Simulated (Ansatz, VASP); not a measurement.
One calculation of Ga, two programs

```
Ga
1.0
     1.37372   -3.99948    0.00000
     1.37372    3.99948    0.00000
    -0.11666    0.00000    3.30758
Ga
2
Direct
  0.86900 0.13100 0.25000
  0.13100 0.86900 0.75000
```

Change from the starting cell: volume scaled by 0.98.

Alike in both runs: task single point; functional PBE; k mesh 14 × 14 × 11; occupations fermi-dirac, width 0.03 eV; no spin polarisation.

|  | VASP | Ansatz |
| --- | --- | --- |
| version | VASP 6.6.1 | Ansatz 0.2.0 |
| potentials or method | VASP PAW PBE potentials, release 64 (Ga_d), cutoff 520 eV | all-electron LAPW, scalar-relativistic |

```tsv
	VASP	Ansatz	Ansatz less VASP
pressure (GPa)	3.1	3.0	-0.09
traceless stress, the component that is largest in VASP (GPa)	-0.26	-0.23	+0.023
rms of the force components (eV/Å)	0.115	0.114	-0.0009
```

Atom by atom the forces differ by 0.001 eV/Å (rms over components). Ansatz ran all-electron here, and VASP with PAW potentials.
